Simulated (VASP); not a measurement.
# O (Fmmm) in VASP: further runs

The runs below take O through single point, with PBEsol.

All numbers are computed with VASP 6.6.1; they aren't measurements. Logs are shortened: lines on timing, memory, paths and dates and some standing lists are left out, and cuts for length are marked.

## Step 1: The cell of the first run

The structure is orthorhombic, space group Fmmm (No. 69). The conventional cell has a = 3.218 Å, b = 3.229 Å, c = 8.680 Å, α = 90.00°, β = 90.00°, γ = 90.00°. O (site symmetry mm2) has 1 O at 1.31 Å within 1.8 Å.

## Step 2: Single point, PBEsol (atoms shifted along a free coordinate)

Input file INCAR:

```
SYSTEM = O
ALGO = Normal
EDIFF = 1E-6
ENCUT = 600
GGA = PS
GGA_COMPAT = .False.
ISIF = 2
ISMEAR = 0
LASPH = .True.
LCHARG = .False.
LREAL = .False.
LWAVE = .False.
NBANDS = 13
NELM = 120
PREC = Accurate
SIGMA = 0.15
```

Input file KPOINTS:

```
k-points
0
Gamma
  20 20 20
  0 0 0
```

Input file POSCAR:

```
O
1.0
    0.0000000000      1.6090153032      4.3402002879
    1.6145318042      0.0000000000      4.3402002879
    1.6145318042      1.6090153032      0.0000000000
O
2
Direct
    0.0756312841      0.0756312841      0.9243687159
    0.9243687159      0.9243687159      0.0756312841
```

Potentials or basis: VASP PAW PBE potentials, release 64 (O).

The run is started by

```sh
cat potpaw_PBE.64/O/POTCAR > POTCAR
mpirun -np 1 vasp_std > vasp.out
```

OUTCAR:

```text
SYSTEM = O
   EDIFF = 1E-6
   ENCUT = 600
   GGA = PS
   ISIF = 2
   ISMEAR = 0
   LASPH = .True.
   LREAL = .False.
   NELM = 120
   PREC = Accurate

 ion  position               nearest neighbor table
   1  0.076  0.076  0.924-   2 1.31
   2  0.924  0.924  0.076-   1 1.31

  LATTYP: Found a face centered orthorhombic cell.
 ALAT       =     3.2180306064
 B/A-ratio  =     1.0034284950
 C/A-ratio  =     2.6974263571

  Lattice vectors:

 A1 = (   1.6145318042,   0.0000000000,  -4.3402002879)
 A2 = (   0.0000000000,   1.6090153032,  -4.3402002879)
 A3 = (   1.6145318042,   1.6090153032,   0.0000000000)

Analysis of symmetry for initial positions (statically):
=====================================================================
 Subroutine PRICEL returns:
 Original cell was already a primitive cell.

 Routine SETGRP: Setting up the symmetry group for a
 face centered orthorhombic supercell.

 Subroutine GETGRP returns: Found  8 space group operations
 (whereof  8 operations were pure point group operations)
 out of a pool of  8 trial point group operations.

The static configuration has the point symmetry D_2h.

Analysis of symmetry for dynamics (positions and initial velocities):
=====================================================================
 Subroutine PRICEL returns:
 Original cell was already a primitive cell.

 Routine SETGRP: Setting up the symmetry group for a
 face centered orthorhombic supercell.

 Subroutine GETGRP returns: Found  8 space group operations
 (whereof  8 operations were pure point group operations)
 out of a pool of  8 trial point group operations.

The dynamic configuration has the point symmetry D_2h.

 Subroutine INISYM returns: Found  8 space group operations
 (whereof  8 operations are pure point group operations),
 and found     1 'primitive' translations

----------------------------------------------------------------------------------------

                                     Primitive cell

  volume of cell :      22.5500

  direct lattice vectors                    reciprocal lattice vectors
     0.000000000  1.609015303  4.340200288    -0.309687303  0.310749064  0.115202057
     1.614531804  0.000000000  4.340200288     0.309687303 -0.310749064  0.115202057
     1.614531804  1.609015303  0.000000000     0.309687303  0.310749064 -0.115202057

  length of vectors
     4.628851778  4.630772234  2.279395357     0.453588713  0.453588713  0.453588713

  position of ions in fractional coordinates (direct lattice)
     0.075631284  0.075631284  0.924368716
     0.924368716  0.924368716  0.075631284

  ion indices of the primitive-cell ions
   primitive index   ion index
                 1           1
                 2           2

----------------------------------------------------------------------------------------

 KPOINTS: k-points

Automatic generation of k-mesh.
 Grid dimensions read from file:
 generate k-points for:   20   20   20

 Generating k-lattice:

  Cartesian coordinates                     Fractional coordinates (reciprocal lattice)
    -0.015484365  0.015537453  0.005760103     0.050000000 -0.000000000 -0.000000000
     0.015484365 -0.015537453  0.005760103     0.000000000  0.050000000  0.000000000
     0.015484365  0.015537453 -0.005760103    -0.000000000  0.000000000  0.050000000

  Length of vectors
     0.022679436  0.022679436  0.022679436

  Shift w.r.t. Gamma in fractional coordinates (k-lattice)
     0.000000000  0.000000000  0.000000000

 Subroutine IBZKPT returns following result:
 ===========================================

 Found   1166 irreducible k-points:

 Following reciprocal coordinates:
            Coordinates               Weight
  0.000000  0.000000  0.000000      1.000000
  0.050000  0.000000  0.000000      8.000000
  0.100000  0.000000  0.000000      8.000000
  0.150000  0.000000  0.000000      8.000000
  0.200000  0.000000  0.000000      8.000000
  0.250000  0.000000  0.000000      8.000000
[... 16 lines left out ...]
 -0.400000  0.050000 -0.000000      8.000000
 -0.350000  0.050000 -0.000000      8.000000
 [... further k-points ...]
   k-points           NKPTS =   1166   k-points in BZ     NKDIM =   1166   number of bands    NBANDS=     13
   number of dos      NEDOS =    301   number of ions     NIONS =      2
   total plane-waves  NPLWV =  28800
   dimension x,y,z NGX =    40 NGY =   40 NGZ =   18
   dimension x,y,z NGXF=    80 NGYF=   80 NGZF=   36
   ions per type =               2
   NGX,Y,Z   is equivalent  to a cutoff of  14.37, 14.36, 13.13 a.u.
   NGXF,Y,Z  is equivalent  to a cutoff of  28.73, 28.72, 26.26 a.u.
 SYSTEM =  O
   PREC   = accura    normal or accurate (medium, high low for compatibility)
   ISTART =      0    job   : 0-new  1-cont  2-samecut
   ICHARG =      2    charge: 1-file 2-atom 10-const
   ISPIN  =      1    spin polarized calculation?
   LNONCOLLINEAR =      F non collinear calculations
   LSORBIT =      F    spin-orbit coupling
   LASPH  =      T    aspherical Exc in radial PAW
   ENCUT  =  600.0 eV  44.10 Ry    6.64 a.u.   9.24  9.25  4.55*2*pi/ulx,y,z
   NELM   =    120;   NELMIN=  2; NELMDL= -5     # of ELM steps
   EDIFF  = 0.1E-05   stopping-criterion for ELM
   LREAL  =      F    real-space projection
   EDIFFG = 0.1E-04   stopping-criterion for IOM
   NSW    =      0    number of steps for IOM
   IBRION =     -1    ionic relax: 0-MD 1-quasi-New 2-CG
   NFREE  =      0    steps in history (QN), initial steepest desc. (CG)
   ISIF   =      2    stress and relaxation
   ISYM   =      2    0-nonsym 1-usesym 2-fastsym
   POTIM  = 0.5000    time-step for ionic-motion
   TEBEG  =    0.0;   TEEND  =   0.0 temperature during run
   PSTRESS=    0.0 pullay stress
   NELECT =      12.0000    total number of electrons
   NUPDOWN=      -1.0000    fix difference up-down
   EMIN   =  10.00;   EMAX   =-10.00  energy-range for DOS
   EFERMI =   0.00;   METHOD = LEGACY
   ISMEAR =     0;   SIGMA  =   0.15  broadening in eV -4-tet -1-fermi 0-gaus
   EFERMI_NEDOS =   21; number of points for ismear=-14 and -15
   IALGO  =     38    algorithm
   IMIX   =      4    mixing-type and parameters
     AMIX     =   0.40;   BMIX     =  1.00
     AMIX_MAG =   1.60;   BMIX_MAG =  1.00
  volume/ion in A,a.u.               =      11.28        76.09
  Fermi-wavevector in a.u.,A,eV,Ry     =   1.326640  2.506986 23.945893  1.759973
  Thomas-Fermi vector in A             =   2.456012
   LORBIT       =      0    0 simple, 1 ext, 2 COOP (PROOUT), +10 PAW based schemes
   GGA     = PS    functional components
   LHFCALC =     F    Hartree Fock is set to
   AEXX    =    0.0000 exact exchange contribution
   IVDW    =     0    specifies the selected vdW correction
   LEPSILON=     F    determine dielectric tensor
   LRPA    =     F    only Hartree local field effects (RPA)
 non-spin polarized calculation
 Gauss-broadening in eV      SIGMA  =   0.15
  energy-cutoff  :      600.00
  volume of cell :       22.55
 maximum number of plane-waves:       781
 NGX is ok and might be reduce to    40
   NGX = 19   NGY = 19   NGZ =  9

 number of electron      12.0000001 magnetization

 Free energy of the ion-electron system (eV)
  ---------------------------------------------------
  ext. energy  EPLUGINS =         0.00000000
  ---------------------------------------------------
  free energy    TOTEN  =       -10.02907818 eV

  energy without entropy =      -10.02507312  energy(sigma->0) =      -10.02707565

 E-fermi :  -0.1097     XC(G=0):  -9.5538

 val. band max:       -0.1996393070   @ k =   0.0000   0.2500   0.2500
 cond. band min:      -0.0713210737   @ k =   0.2500   0.0000   0.2500
 fundamental gap:      0.1283182333
 Fermi energy:        -0.1097435129

 k-point     1 :       0.0000    0.0000    0.0000
  band No.  band energies     occupation
      1     -25.4258      2.00000
      2     -15.3855      2.00000
      3      -7.8958      2.00000
      4      -3.1975      2.00000
      5      -3.1864      2.00000
      6       1.6370      0.00000
      7       1.6459      0.00000
      8       7.3293      0.00000
      9       9.6784      0.00000
     10      12.7022      0.00000
     11      18.2780      0.00000
     12      21.5196      0.00000
     13      27.4919      0.00000

 k-point     2 :       0.0500    0.0000    0.0000
  band No.  band energies     occupation
      1     -25.3996      2.00000
      2     -15.3579      2.00000
      3      -7.8726      2.00000
      4      -3.3404      2.00000
      5      -3.1789      2.00000
      6       1.5305      0.00000
      7       1.6516      0.00000
      8       7.3093      0.00000
      9       9.7566      0.00000
     10      12.8278      0.00000
     11      18.3473      0.00000
     12      21.6160      0.00000
     13      27.2877      0.00000

 k-point     3 :       0.1000    0.0000    0.0000
  band No.  band energies     occupation
      1     -25.3228      2.00000
      2     -15.2765      2.00000
      3      -7.8064      2.00000
      4      -3.7561      2.00000
      5      -3.1418      2.00000
      6       1.2128      0.00000
      7       1.6807      0.00000
      8       7.2597      0.00000
      9       9.9758      0.00000
     10      13.1840      0.00000
     11      18.5396      0.00000
     12      21.8802      0.00000
     13      26.6672      0.00000
[... 305 lines left out ...]
 k-point    23 :      -0.4000    0.0500   -0.0000
  band No.  band energies     occupation
      1     -24.2342      2.00000
      2     -14.0509      2.00000
      3      -8.4704      2.00000
      4      -6.4408      2.00000
      5      -2.6592      2.00000
      6      -2.4647      2.00000
      7       2.0526      0.00000
      8       7.3180      0.00000
      9      13.4583      0.00000
     10      15.7938      0.00000
     11      18.5835      0.00000
     12      20.7681      0.00000
     13      24.0750      0.00000

 k-point    24 :      -0.3500    0.0500   -0.0000
  band No.  band energies     occupation
      1     -24.3341      2.00000
      2     -14.1626      2.00000
      3      -8.2196      2.00000
      4      -6.4777      2.00000
      5      -2.6993      2.00000
      6      -2.1760      2.00000
      7       2.0211      0.00000
      8       7.3494      0.00000
      9      12.7021      0.00000
     10      16.7523      0.00000
     11      17.8065      0.00000
     12      21.5121      0.00000
     13      23.5675      0.00000

 [... further k-points ...]

------------------------ aborting loop because EDIFF is reached ----------------------------------------

  FORCE on cell =-STRESS in cart. coord.  units (eV):
  Direction    XX          YY          ZZ          XY          YZ          ZX
  --------------------------------------------------------------------------------------
  -------------------------------------------------------------------------------------
  Total        0.7694931      0.7729894     -6.5863812     -0.0000000      0.0000000      0.0000000
  in kB       54.6724770     54.9208901   -467.9623374     -0.0000000      0.0000000      0.0000000
  external PRESSURE =    -119.4563235 kB  Pullay stress =       0.0000000 kB

 VOLUME and BASIS-vectors are now :
 -----------------------------------------------------------------------------
  energy-cutoff  :      600.00
  volume of cell :       22.55
      direct lattice vectors                 reciprocal lattice vectors
     0.000000000  1.609015303  4.340200288    -0.309687303  0.310749064  0.115202057
     1.614531804  0.000000000  4.340200288     0.309687303 -0.310749064  0.115202057
     1.614531804  1.609015303  0.000000000     0.309687303  0.310749064 -0.115202057

 POSITION                                       TOTAL-FORCE (eV/Angst)
 -----------------------------------------------------------------------------------
      1.61453      1.60902      0.65651         0.000000      0.000000     -4.963667
      1.61453      1.60902      8.02389         0.000000      0.000000      4.963667
 -----------------------------------------------------------------------------------
    total drift:                                0.000000      0.000000     -0.000000

  FREE ENERGIE OF THE ION-ELECTRON SYSTEM (eV)
  ---------------------------------------------------
  free  energy   TOTEN  =       -10.0290781824 eV

  energy  without entropy=      -10.0250731151  energy(sigma->0) =      -10.02707565
```

Run time: 3.3 min. Hardware: 1 thread of Intel Xeon Platinum 8488C (Sapphire Rapids), shared host; peak memory 0.42 GiB.

What came out:

* Free energy: -10.0291 eV
* Pressure: -11.9 GPa
* Largest force: 4.964 eV/Å
* Band gap on the k mesh: zero (bands 6 and 7 overlap by 3.11 eV)

Forces on the atoms (eV/Å):
```
O    0.000  0.000 -4.964
O    0.000  0.000  4.964
```

Stress tensor (GPa, compression positive):
```
  5.47   0.00   0.00
  0.00   5.49   0.00
  0.00   0.00 -46.80
```

Caveat: the cell differs from its parent crystal (atoms shifted along a free coordinate); spin is off for a triplet molecule; the stress differs along the axes, from -47 to 5 GPa; this functional lacks dispersion, which holds the molecules together, so the pressure and a relaxed volume are unreliable; the PAW data sets were made with another functional, which shifts forces and pressure a little.

## Step 3: Single point, PBEsol

This run uses another cell than the first one, of 11.76 Å³/atom.

Input file INCAR:

```
SYSTEM = O
PREC = Accurate ; ENCUT = 600
EDIFF = 1E-6 ; ISMEAR = 0
SIGMA = 0.15 ; LREAL = .False.
LASPH = .True. ; NELM = 120
ALGO = Normal ; ISIF = 2
LWAVE = .False. ; LCHARG = .True.
GGA = PS ; LELF = .True.
LVHAR = .True. ; NBANDS = 13
GGA_COMPAT = .False.
```

Input file KPOINTS:

```
regular mesh
0
Gamma
  20 20 20
  0 0 0
```

Input file POSCAR:

```
O
1.0
    0.0000000000      1.6319942902      4.4021844131
    1.6375895745      0.0000000000      4.4021844131
    1.6375895745      1.6319942902      0.0000000000
O
2
Direct
    0.0675080576      0.0675080576      0.9324919424
    0.9324919424      0.9324919424      0.0675080576
```

Potentials or basis: VASP PAW PBE potentials, release 64 (O).

The run is started by

```sh
cat potpaw_PBE.64/O/POTCAR > POTCAR
mpirun -np 1 vasp_std > vasp.out
```

It took 3.1 min on 1 thread of Intel Xeon Platinum 8488C (Sapphire Rapids), shared host; peak memory 0.44 GiB.

It converged, with:

* Free energy: -10.2488 eV
* Pressure: 8.8 GPa
* Largest force: 2.926 eV/Å
* Band gap on the k mesh: zero (bands 6 and 7 overlap by 2.90 eV)

Forces in eV/Å, atoms in the order of the input:
```
O    0.000  0.000  2.926
O    0.000  0.000 -2.926
```

Stress tensor (GPa, compression positive):
```
 1.55  0.00  0.00
 0.00  1.59  0.00
 0.00  0.00 23.12
```

Levels at points of the mesh, in eV from the Fermi level:
| k point | band 3 | band 4 | band 5 | band 6 | band 7 | band 8 | band 9 | band 10 |
| --- | --- | --- | --- | --- | --- | --- | --- | --- |
| (0.00, 0.00, 0.00) | -8.83 | -5.35 | -5.34 | 1.64 | 1.65 | 8.58 | 10.51 | 11.20 |
| (0.50, 0.00, 0.00) | -10.15 | -7.42 | -4.85 | -2.31 | 2.03 | 9.98 | 13.89 | 13.93 |
| (0.50, 0.50, 0.00) | -8.34 | -5.35 | -5.34 | 1.66 | 1.67 | 5.86 | 10.83 | 13.35 |
| (0.50, 0.00, 0.50) | -8.94 | -8.94 | -6.51 | -1.31 | -1.18 | 10.80 | 11.41 | 17.19 |
| (0.00, 0.50, 0.50) | -8.96 | -8.91 | -6.51 | -1.29 | -1.20 | 10.80 | 11.42 | 17.21 |

Caveat: the standard files for N, O and F lose accuracy on very short bonds; spin is off for a triplet molecule; the stress differs along the axes, from 2 to 23 GPa; this functional lacks dispersion, which holds the molecules together, so the pressure and a relaxed volume are unreliable; the PAW data sets were made with another functional, which shifts forces and pressure a little.

The gap in the log of VASP goes by the Fermi energy; the results here count the filled bands.